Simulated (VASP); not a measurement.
# MgO (CsCl type) (Pm-3m) in VASP: vibrations by perturbation theory with PBE

Aim: the vibrations by perturbation theory of MgO (CsCl type) with PBE.

Everything below comes from runs of VASP 6.6.1. Logs are shortened: lines on timing, memory, paths and dates and some standing lists are left out, and cuts for length are marked.

## 1. The cell of the first run

It takes space group Pm-3m (No. 221, cubic). The conventional cell has a = 2.063 Å, b = 2.063 Å, c = 2.063 Å, α = 90.00°, β = 90.00°, γ = 90.00°. Mg (site symmetry m-3m) has 8 O at 1.79 Å and 6 Mg at 2.06 Å within 2.4 Å. O (site symmetry m-3m) has 8 Mg at 1.79 Å and 6 O at 2.06 Å within 2.4 Å.

## 2. Vibrations by perturbation theory, PBE

Input file INCAR:

```
PREC     = Accurate       # precision mode
ENCUT    = 840            # plane-wave cutoff, eV
EDIFF    = 1E-8           # SCF threshold, eV
ISMEAR   = 0              # smearing method
SIGMA    = 0.01           # smearing width, eV
LREAL    = F              # projectors in reciprocal space
LASPH    = T              # aspherical terms in the spheres
NELM     = 120            # most SCF steps
ALGO     = Normal         # electronic algorithm
ISIF     = 2              # what is computed and relaxed
LWAVE    = F              # write WAVECAR
LCHARG   = T              # write CHGCAR
GGA      = PE             # functional
IBRION   = 8              # ionic algorithm
NSW      = 1              # ionic steps
LEPSILON = T              # dielectric tensor by DFPT
GGA_COMPAT= F
```

Input file KPOINTS:

```
Automatic mesh
0
Gamma
  8 8 8
```

Input file POSCAR:

```
MgO
1.0
    2.0631258129      0.0000000000      0.0000000000
    0.0000000000      2.0631258129      0.0000000000
    0.0000000000      0.0000000000      2.0631258129
Mg O
1 1
Direct
    0.0000000000      0.0000000000      0.0000000000
    0.5000000000      0.5000000000      0.5000000000
```

Potentials or basis: VASP PAW PBE potentials, release 64 (Mg_sv, O).

Launch:

```bash
$ cat potpaw_PBE.64/Mg_sv/POTCAR potpaw_PBE.64/O/POTCAR > POTCAR
$ mpirun -np 1 vasp_std > vasp.out
```

OUTCAR:

```text
PREC = Accurate
   ENCUT = 840
   EDIFF = 1E-8
   ISMEAR = 0
   LREAL = F
   LASPH = T
   NELM = 120
   ISIF = 2
   GGA = PE
   IBRION = 8
   NSW = 1
   LEPSILON = T

 ion  position               nearest neighbor table
   1  0.000  0.000  0.000-   2 1.79   2 1.79   2 1.79   2 1.79   2 1.79   2 1.79   2 1.79   2 1.79

   2  0.500  0.500  0.500-   1 1.79   1 1.79   1 1.79   1 1.79   1 1.79   1 1.79   1 1.79   1 1.79

  LATTYP: Found a simple cubic cell.
 ALAT       =     2.0631258129

  Lattice vectors:

 A1 = (   2.0631258129,   0.0000000000,   0.0000000000)
 A2 = (   0.0000000000,   2.0631258129,   0.0000000000)
 A3 = (   0.0000000000,   0.0000000000,   2.0631258129)

Analysis of symmetry for initial positions (statically):
=====================================================================
 Subroutine PRICEL returns:
 Original cell was already a primitive cell.

 Routine SETGRP: Setting up the symmetry group for a
 simple cubic supercell.

 Subroutine GETGRP returns: Found 48 space group operations
 (whereof 48 operations were pure point group operations)
 out of a pool of 48 trial point group operations.

The static configuration has the point symmetry O_h .

Analysis of symmetry for dynamics (positions and initial velocities):
=====================================================================
 Subroutine PRICEL returns:
 Original cell was already a primitive cell.

 Routine SETGRP: Setting up the symmetry group for a
 simple cubic supercell.

 Subroutine GETGRP returns: Found 48 space group operations
 (whereof 48 operations were pure point group operations)
 out of a pool of 48 trial point group operations.

The dynamic configuration has the point symmetry O_h .

 Subroutine INISYM returns: Found 48 space group operations
 (whereof 48 operations are pure point group operations),
 and found     1 'primitive' translations

----------------------------------------------------------------------------------------

                                     Primitive cell

  volume of cell :       8.7817

  direct lattice vectors                    reciprocal lattice vectors
     2.063125813  0.000000000  0.000000000     0.484701415  0.000000000  0.000000000
     0.000000000  2.063125813  0.000000000     0.000000000  0.484701415  0.000000000
     0.000000000  0.000000000  2.063125813     0.000000000  0.000000000  0.484701415

  length of vectors
     2.063125813  2.063125813  2.063125813     0.484701415  0.484701415  0.484701415

  position of ions in fractional coordinates (direct lattice)
     0.000000000  0.000000000  0.000000000
     0.500000000  0.500000000  0.500000000

  ion indices of the primitive-cell ions
   primitive index   ion index
                 1           1
                 2           2

----------------------------------------------------------------------------------------

 KPOINTS: Automatic mesh

Automatic generation of k-mesh.
 Grid dimensions read from file:
 generate k-points for:    8    8    8

 Generating k-lattice:

  Cartesian coordinates                     Fractional coordinates (reciprocal lattice)
     0.060587677  0.000000000  0.000000000     0.125000000  0.000000000  0.000000000
[... 510 lines left out ...]
  ---------------------------------------------------
  free energy    TOTEN  =        -0.05009688 eV

  energy without entropy =       -0.05009688

------------------------ aborting loop because EDIFF is reached ----------------------------------------

--------------------------------------- Ionic step        2  -------------------------------------------

------------------------ aborting loop because EDIFF is reached ----------------------------------------

--------------------------------------- Ionic step        3  -------------------------------------------

------------------------ aborting loop because EDIFF is reached ----------------------------------------

 PIEZOELECTRIC TENSOR FIELD DIRECTION 3  (e Angst)
 -----------------------------------------------------------------------------
    -0.00012  0.00000  0.00000           (  0.00000  0.00000  0.00000)
     0.00000 -0.00012  0.00000           (  0.00000  0.00000  0.00000)
    -0.00000  0.00000 -0.00005           (  0.00000  0.00000 -0.00002)

 PIEZOELECTRIC TENSOR FIELD DIRECTION 3  (C/m^2)
 -----------------------------------------------------------------------------
    -0.00022  0.00000  0.00000
     0.00000 -0.00022  0.00000
    -0.00000  0.00000 -0.00009

--------------------------------------- Ionic step        4  -------------------------------------------

------------------------ aborting loop because EDIFF is reached ----------------------------------------

[... ionic steps 5 to 6 ...]

--------------------------------------- Ionic step        7  -------------------------------------------

 Free energy of the ion-electron system (eV)
  ---------------------------------------------------
  ---------------------------------------------------
  free energy    TOTEN  =        -0.36192098 eV

  energy without entropy =       -0.36192098

------------------------ aborting loop because EDIFF is reached ----------------------------------------

 INTERNAL STRAIN TENSOR  FOR ION    2  DIRECTION 1   (eV/Angst):
 -----------------------------------------------------------------------------
    -0.03720  0.00000 -0.00000
     0.00000  0.02861 -0.00000
     0.00000 -0.00000  0.02861

 MACROSCOPIC STATIC DIELECTRIC TENSOR (including local field effects in DFT)
 ------------------------------------------------------
           2.924145    -0.000000     0.000000
          -0.000000     2.924145    -0.000000
          -0.000000     0.000000     2.924145
 ------------------------------------------------------

 PIEZOELECTRIC TENSOR (including local field effects)  for field in x, y, z        (e  Angst)
          XX          YY          ZZ          XY          YZ          ZX
  --------------------------------------------------------------------------------
  x     0.00000     0.00000     0.00000     0.00000     0.00000     0.00000
  y     0.00000     0.00000     0.00000     0.00000     0.00000     0.00000
  z     0.00000     0.00000     0.00000     0.00000     0.00000     0.00000

 PIEZOELECTRIC TENSOR (including local field effects)  for field in x, y, z        (C/m^2)
          XX          YY          ZZ          XY          YZ          ZX
  --------------------------------------------------------------------------------
  x     0.00000     0.00000     0.00000     0.00000     0.00000     0.00000
  y     0.00000     0.00000     0.00000     0.00000     0.00000     0.00000
  z     0.00000     0.00000     0.00000     0.00000     0.00000     0.00000

 BORN EFFECTIVE CHARGES (including local field effects) (in |e|, cummulative output)
 ---------------------------------------------------------------------------------
 ion    1
    1     1.83013     0.00000     0.00000
    2     0.00000     1.83013     0.00000
    3     0.00000     0.00000     1.83013
 ion    2
    1    -1.83013    -0.00000    -0.00000
    2    -0.00000    -1.83013     0.00000
    3     0.00000    -0.00000    -1.83013

 INTERNAL STRAIN TENSOR FOR ION    2 for displacements in x,y,z  (eV/Angst):
          X           Y           Z          XY          YZ          ZX
  --------------------------------------------------------------------------------
  x     0.00000     0.00000     0.00000     0.00000     0.00000     0.00000
  y     0.00000     0.00000     0.00000     0.00000     0.00000     0.00000
  z     0.00000     0.00000     0.00000     0.00000     0.00000     0.00000

 SECOND DERIVATIVES (NOT SYMMETRIZED)
 ------------------------------------
               1X          1Y          1Z          2X          2Y          2Z
  1X   -36.216863   -0.000000   -0.000000   36.216863    0.000000    0.000000
  1Y    -0.000000  -36.216863    0.000000    0.000000   36.216863   -0.000000
  1Z    -0.000000   -0.000000  -36.216863    0.000000    0.000000   36.216863
  2X    36.192189   -0.000000   -0.000000  -36.192189    0.000000    0.000000
  2Y    -0.000000   36.192189   -0.000000    0.000000  -36.192189    0.000000
  2Z    -0.000000   -0.000000   36.192189    0.000000    0.000000  -36.192189

 Eigenvectors and eigenvalues of the dynamical matrix
 ----------------------------------------------------

   1 f  =   30.282280 THz   190.269178 2PiTHz 1010.108141 cm-1   125.237392 meV
             X         Y         Z           dx          dy          dz
      0.000000  0.000000  0.000000    -0.000000   -0.630187   -0.000000
      1.031563  1.031563  1.031563    -0.000000    0.776443    0.000000
[... 21 lines left out ...]
   6 f/i=    0.005049 THz     0.031725 2PiTHz    0.168423 cm-1     0.020882 meV
             X         Y         Z           dx          dy          dz
      0.000000  0.000000  0.000000     0.697638    0.340830   -0.000000
      1.031563  1.031563  1.031563     0.566226    0.276629    0.000000

--------------------------------------------------------------------------------------------------------

 MACROSCOPIC STATIC DIELECTRIC TENSOR IONIC CONTRIBUTION
 ------------------------------------------------------
           1.906295     0.000000     0.000000
           0.000000     1.906295    -0.000000
           0.000000    -0.000000     1.906295
 ------------------------------------------------------

 ELASTIC MODULI CONTR FROM IONIC RELAXATION (kBar)
 Direction    XX          YY          ZZ          XY          YZ          ZX
 --------------------------------------------------------------------------------
 XX           0.0000      0.0000      0.0000      0.0000      0.0000      0.0000
 YY           0.0000      0.0000      0.0000      0.0000      0.0000      0.0000
 ZZ           0.0000      0.0000      0.0000      0.0000      0.0000      0.0000
 XY           0.0000      0.0000      0.0000      0.0000      0.0000      0.0000
 YZ           0.0000      0.0000      0.0000      0.0000      0.0000      0.0000
 ZX           0.0000      0.0000      0.0000      0.0000      0.0000      0.0000
 --------------------------------------------------------------------------------

 PIEZOELECTRIC TENSOR IONIC CONTR  for field in x, y, z        (C/m^2)
          XX          YY          ZZ          XY          YZ          ZX
  --------------------------------------------------------------------------------
  x     0.00000     0.00000     0.00000     0.00000     0.00000     0.00000
  y     0.00000     0.00000     0.00000     0.00000     0.00000     0.00000
  z     0.00000     0.00000     0.00000     0.00000     0.00000     0.00000
```

It took 2.1 min on 1 thread of Intel Xeon Platinum 8375C at 2.90GHz (Ice Lake), shared host; peak memory 0.16 GiB.

Results:

```
Electronic dielectric tensor (diagonal)                 : 2.92
Born charges (mean of the diagonal)                     : Mg +1.83; O -1.83 e
Highest phonon frequency at Γ, LO-TO splitting left out : 1010 cm⁻¹
```

Phonon frequencies in cm⁻¹ (negative: imaginary):
| q point | frequencies |
| --- | --- |
| (0.000, 0.000, 0.000) | 0 0 0 1010 1010 1010 |

Electronic dielectric tensor:
```
2.92 0.00 0.00
0.00 2.92 0.00
0.00 0.00 2.92
```

Born effective charge tensors (e):
atom 1, Mg
```
1.83 0.00 0.00
0.00 1.83 0.00
0.00 0.00 1.83
```
atom 2, O
```
-1.83  0.00  0.00
 0.00 -1.83  0.00
 0.00  0.00 -1.83
```

Caveat: the k points lie up to 0.38 Å⁻¹ apart; the cell stands under pressure or tension, which shifts response properties.
